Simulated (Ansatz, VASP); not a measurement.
One calculation of CuI, two programs

File INCAR:

```
SYSTEM = CuI
ALGO = Normal
EDIFF = 1E-6
ENCUT = 520
GGA = PS
ISIF = 2
ISMEAR = 0
LASPH = .True.
LCHARG = .False.
LREAL = .False.
LWAVE = .False.
NBANDS = 26
NELM = 100
PREC = Accurate
SIGMA = 0.05
```

Contents of KPOINTS:

```
k-points
0
Gamma
  8 8 4
  0 0 0
```

The input POSCAR:

```
CuI
1.0
    4.3021323983      0.0000000000      0.0000000000
    0.0000000000      3.7018348543      0.0000000000
    0.0000000000      0.0000000000      6.4805233832
Cu I
2 2
Direct
    0.5000000000      0.5000000000      0.0000000000
    0.0000000000      0.0000000000      0.0000000000
    0.5000000000      0.0000000000      0.2615206259
    0.0000000000      0.5000000000      0.7384793741
```

Input for Ansatz:

```yaml
crystal:
  lattice:
    - [4.3021323983, 0.0, 0.0]
    - [0.0, 3.7018348543, 0.0]
    - [0.0, 0.0, 6.4805233832]
  atoms:
    - { symbol: Cu, position: [0.5, 0.5, 0.0] }
    - { symbol: Cu, position: [0.0, 0.0, 0.0] }
    - { symbol: I, position: [0.5, 0.0, 0.2615206259] }
    - { symbol: I, position: [0.0, 0.5, 0.7384793741] }
basis:
  ecutwfc: 420
kpoints:
  mp_grid: { grid: [8, 8, 4] }
hamiltonian:
  xc: pbesol
scf:
  occupations: { method: gaussian, width: 0.05 }
output:
  forces: true
  stress: true
  eigenvalues: true
```

Change from the starting cell: strain +0.0750 x Voigt [1, -1, 0, 0, 0, 0], atoms carried along.

Alike in both runs: task single point; functional PBEsol; k mesh 8 × 8 × 4; occupations gaussian, width 0.05 eV; no spin polarisation.

```csv
,VASP,Ansatz
version,VASP 6.6.1,Ansatz 0.2.0
potentials or method,"VASP PAW PBE potentials, release 64 (Cu, I), cutoff 520 eV","scalar-relativistic, plane waves, PAW"
valence electrons in the cell,36,72
```

|  | VASP | Ansatz | Ansatz less VASP |
| --- | --- | --- | --- |
| gap on the k mesh at the Fermi level (eV) | 1.01 | 1.00 | -0.009 |
| least direct gap on the mesh (eV) | 1.01 | 1.00 | -0.009 |
| pressure (GPa) | 1.9 | 1.7 | -0.18 |
| traceless stress, the component that is largest in VASP (GPa) | 6.58 | 6.57 | -0.005 |
| rms of the force components (eV/Å) | 0.273 | 0.267 | -0.0066 |

VASP's potentials were made for PBE, not for PBEsol. Atom by atom the forces differ by 0.009 eV/Å (rms over components). VASP's potentials hold 36 valence electrons a cell and Ansatz's 72, so a difference there can come from the potentials and not from the codes.

Spin-orbit coupling is off throughout.
